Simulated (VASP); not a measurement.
Here is a VASP 6.6.1 calculation.

INCAR

```
SYSTEM = AlN
ALGO = Normal
EDIFF = 1E-6
ENCUT = 520
ISIF = 2
ISMEAR = 0
LASPH = .TRUE.
LCHARG = .TRUE.
LELF = .TRUE.
LREAL = .FALSE.
LVHAR = .TRUE.
LWAVE = .FALSE.
NBANDS = 16
NELM = 100
PREC = Accurate
SIGMA = 0.01
```

KPOINTS

```
k-points
0
G
  9 9 6
  0 0 0
```

Contents of POSCAR:

```
AlN
1.0
    3.0887574412      0.0000000000      0.0000000000
   -1.5443787206      2.6749424102      0.0000000000
    0.0000000000      0.0000000000      4.9433118481
Al N
2 2
Direct
    0.3333333333      0.6666666667     -0.0009916330
    0.6666666667      0.3333333333      0.4990083670
    0.3333333333      0.6666666667      0.3809916330
    0.6666666667      0.3333333333      0.8809916330
```

Potentials or basis: VASP PAW LDA potentials, release 64 (Al, N).

Command:

```console
$ cat potpaw_LDA.64/Al/POTCAR potpaw_LDA.64/N/POTCAR > POTCAR
$ mpirun -np 1 vasp_std > vasp.out
```

(1) What does it give for the pressure?

(2) What does it give for the band gap on the k mesh?

## Answers

(1) 0.6 GPa.

(2) 4.42 eV.

**Experimental background.**

“Self-assembly of well-separated AlN nanowires directly on sputtered metallic TiN films”, 2019, arxiv:1910.07391 quotes, for a bulk crystal of AlN at 10 K: band gap 6.034 eV (an exciton energy, a little under the gap).

Against the measured gap of AlN, 6.034 eV (an exciton energy, a little under the gap; 10 K; quoted in “Self-assembly of well-separated AlN nanowires directly on sputtered metallic TiN films”, 2019, arxiv:1910.07391), the calculated 4.42 eV is off by -1.61 eV. 2 values of this kind are on record (6.034 to 6.0343 eV); this one was drawn at random. The value is that of LDA on a finite k mesh, which can miss the band edges, without temperature or zero-point motion. Semilocal functionals fall short of measured gaps as a rule.
